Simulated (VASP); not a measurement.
**K8I3Br5: single point with PBEsol**

The system is K8I3Br5.

```
I Br K
1.0
    13.46455    0.00000    0.00000
     0.00000   13.46455    0.00000
     0.00000    0.00000   13.46455
I Br K
12 20 32
Direct
  0.25036 0.00025 0.00035
  0.24993 0.50003 0.99980
  0.75025 0.50064 0.50021
  0.00039 0.25065 0.99954
  0.50133 0.74994 0.00068
  0.99999 0.99952 0.25051
  0.50013 0.00050 0.74978
  0.49994 0.50025 0.24983
  0.25024 0.24997 0.25106
  0.24937 0.74975 0.74986
  0.74956 0.24968 0.25003
  0.74996 0.24990 0.75035
  0.25003 0.00038 0.50047
  0.24867 0.49978 0.50141
  0.75019 0.99800 0.00026
  0.74974 0.99782 0.49988
  0.75117 0.50214 0.99887
  0.00228 0.25033 0.50237
  0.99700 0.74917 0.00014
  0.00015 0.75025 0.50053
  0.50142 0.24988 0.99892
  0.49759 0.24883 0.50130
  0.50000 0.75089 0.49906
  0.99896 0.99893 0.74813
  0.00004 0.50335 0.25115
  0.00036 0.50110 0.74945
  0.50095 0.99883 0.25221
  0.49995 0.49852 0.74885
  0.25033 0.25109 0.74748
  0.24900 0.75025 0.25364
  0.75107 0.75080 0.24948
  0.75226 0.74984 0.75055
  0.99234 0.99343 0.99269
  0.00005 0.99953 0.50571
  0.99344 0.50632 0.99814
  0.00592 0.50125 0.50243
  0.50806 0.00662 0.00657
  0.50018 0.00111 0.49538
  0.50771 0.49322 0.99274
  0.49296 0.49826 0.50607
  0.25796 0.25009 0.99269
  0.25111 0.24879 0.50541
  0.24210 0.75033 0.00863
  0.24920 0.75179 0.49527
  0.74413 0.24865 0.99975
  0.74872 0.24166 0.50060
  0.75551 0.75135 0.00106
  0.75088 0.75650 0.49867
  0.25644 0.99280 0.25812
  0.24281 0.00621 0.74248
  0.24334 0.50754 0.25791
  0.24804 0.49475 0.74352
  0.74456 0.99206 0.24975
  0.75621 0.99256 0.75002
  0.75642 0.50879 0.24271
  0.75253 0.50695 0.75601
  0.00047 0.25866 0.25860
  0.00653 0.25234 0.74373
  0.99897 0.74484 0.25251
  0.99450 0.74778 0.74777
  0.49931 0.24390 0.25186
  0.49379 0.25624 0.74799
  0.50071 0.75530 0.25716
  0.50737 0.74262 0.74208
```

| Item | Value |
| --- | --- |
| Program | VASP 6.6.1 |
| Task | single point |
| Functional | PBEsol |
| Potentials or basis | VASP PAW PBE potentials, release 64 (I, Br, K_sv) |
| Cutoff | 500 eV |
| k mesh | 1 × 1 × 1, shifted |
| Occupations | fermi-dirac, width 0.05 eV |
| Spin | no spin polarisation |

| Quantity | Value |
| --- | --- |
| Pressure | 0.0 GPa |
| Largest force | 0.021 eV/Å |
| Band gap on the k mesh | 4.31 eV |

Forces in eV/Å, atoms in the order of the input:
```
I    0.001 -0.002  0.002
I    0.000  0.004  0.007
I   -0.004 -0.007 -0.004
I   -0.001  0.001  0.005
I   -0.018 -0.001 -0.011
I   -0.003  0.009  0.004
I    0.002 -0.008  0.000
I    0.000 -0.006  0.004
I    0.000  0.003 -0.017
I    0.017  0.004  0.006
I    0.000  0.003  0.001
I    0.007 -0.001 -0.004
Br   0.001 -0.005 -0.007
Br   0.006  0.005 -0.007
Br  -0.002  0.006 -0.001
Br   0.003  0.006 -0.001
Br  -0.002 -0.005 -0.001
Br  -0.005 -0.004 -0.003
Br   0.004  0.001  0.002
Br  -0.004  0.001 -0.008
Br   0.001  0.000  0.003
Br   0.009 -0.003 -0.010
Br  -0.001  0.000  0.003
Br   0.001  0.003 -0.001
Br  -0.002  0.001  0.003
Br  -0.004 -0.005 -0.003
Br   0.004  0.008 -0.001
Br   0.004  0.009  0.002
Br  -0.005  0.001 -0.004
Br  -0.002 -0.002  0.001
Br  -0.003  0.004  0.014
Br  -0.005 -0.001 -0.012
K   -0.005  0.000 -0.004
K   -0.002  0.005  0.009
K   -0.005  0.003 -0.002
K    0.004 -0.006 -0.001
K    0.007  0.008  0.001
K   -0.004 -0.002 -0.002
K    0.008 -0.008 -0.006
K   -0.004  0.001  0.002
K    0.005 -0.004 -0.002
K   -0.003 -0.003  0.007
K    0.003  0.000  0.005
K    0.004 -0.002 -0.007
K   -0.007 -0.002  0.000
K   -0.001 -0.007  0.003
K    0.007  0.000  0.002
K   -0.001  0.008 -0.001
K   -0.003 -0.003  0.003
K   -0.003  0.001  0.002
K   -0.005  0.003 -0.003
K    0.000 -0.004  0.002
K    0.002 -0.018 -0.004
K    0.003 -0.007  0.008
K    0.008  0.012 -0.010
K   -0.002  0.007  0.015
K    0.004  0.003  0.003
K    0.005  0.004 -0.007
K    0.001 -0.008 -0.002
K   -0.006  0.002  0.008
K   -0.004 -0.001  0.004
K   -0.009  0.006  0.002
K    0.003 -0.003  0.004
K   -0.001 -0.002  0.005
```

Levels at points of the mesh, in eV from the valence-band top:
```
           k point  band 252  band 253  band 254  band 255  band 256  band 257  band 258  band 259  band 260  band 261
(0.25, 0.25, 0.25)     -0.13     -0.09     -0.07     -0.03      0.00      4.31      5.01      5.06      5.09      5.38
```

It took 20 min on 1 thread of Intel(R) Xeon(R) Platinum 8559C (Emerald Rapids), with other jobs on the host, peak memory 1.9 GiB.

Caveat: the PAW data sets were made with another functional, which shifts forces and pressure a little; spin-orbit coupling is left out, which moves the levels of the heavy elements; a shifted mesh leaves out Γ, where band edges can lie. A k mesh can miss the band edges.
